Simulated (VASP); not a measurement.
Crystal: WCl4F2.

```
CELL_PARAMETERS angstrom
6.56810 -0.02762 -0.12996
3.20260 5.86802 0.08317
3.11429 2.12807 5.83697
ATOMIC_POSITIONS crystal
W 0.00316 0.99243 0.99041
Cl 0.36331 0.77099 0.81307
Cl 0.87993 0.66967 0.22646
Cl 0.12555 0.33959 0.77229
Cl 0.81857 0.08064 0.75156
F 0.70844 0.17444 0.15234
F 0.12903 0.94025 0.20987
```

| Quantity | Value |
| --- | --- |
| Program | VASP 6.6.1 |
| Task | relaxation of cell and atoms |
| Functional | PBE |
| Potentials or basis | VASP PAW PBE potentials, release 64 (W_sv, Cl, F) |
| Cutoff | 600 eV |
| k mesh | 4 × 4 × 2 |
| Occupations | gaussian, width 0.1 eV |
| Spin | no spin polarisation |

At the start: pressure 1.6 GPa; volume 32.26 Å³/atom.

Task: Where does the relaxation end?

Result: Over 28 steps the energy falls by 38.8 meV/atom and the volume is 32.00 Å³/atom (-0.8 %); space group P1 (No. 1, to 0.1 Å) before and after.

The path:
```tsv
step	energy change (eV)	largest force (eV/Å)	pressure (GPa)	volume (Å³)
1	0.0000	2.5123	1.62	225.80
2	0.0408	1.9183	-2.39	236.30
3	-0.2255	0.5597	-0.79	230.51
4	-0.2256	0.5613	-0.74	230.39
5	-0.2438	0.7781	0.77	226.71
6	-0.2505	0.4619	0.23	227.95
7	-0.2633	0.4001	0.03	227.93
8	-0.2633	0.3726	0.04	227.93
9	-0.2675	0.0816	-0.08	228.16
10	-0.2675	0.0764	-0.08	228.15
11	-0.2682	0.0653	0.02	227.78
12	-0.2683	0.0868	0.05	227.67
13	-0.2688	0.0673	0.00	227.61
14	-0.2690	0.0982	-0.06	227.55
15	-0.2695	0.0356	-0.04	227.34
16	-0.2697	0.0452	-0.02	227.11
17	-0.2699	0.0404	-0.02	226.96
18	-0.2702	0.0827	0.00	226.52
19	-0.2703	0.0717	0.00	226.45
20	-0.2706	0.0460	-0.01	226.22
21	-0.2710	0.0755	-0.04	225.76
22	-0.2707	0.1711	-0.09	224.84
23	-0.2711	0.1042	-0.05	225.46
24	-0.2712	0.0916	-0.05	225.28
25	-0.2715	0.0597	-0.02	224.73
26	-0.2716	0.0794	0.02	223.63
27	-0.2717	0.0577	0.01	224.05
28	-0.2718	0.0223	-0.01	223.98
```

Final structure:
```
W Cl F
1.0
     6.50653   -0.03741    0.00440
     3.16625    5.88333    0.08073
     3.20118    2.06258    5.86296
W Cl F
1 4 2
Cartesian
  6.3456 7.9097 5.8967
  7.4239 6.2049 4.8382
  8.5452 4.3559 1.4264
  4.3103 3.5994 4.5818
  7.9560 1.9712 4.3343
  5.6806 1.3523 0.9057
  4.5397 5.9156 1.3099
```

Caveat: the k points lie up to 0.45 Å⁻¹ apart in the final cell.
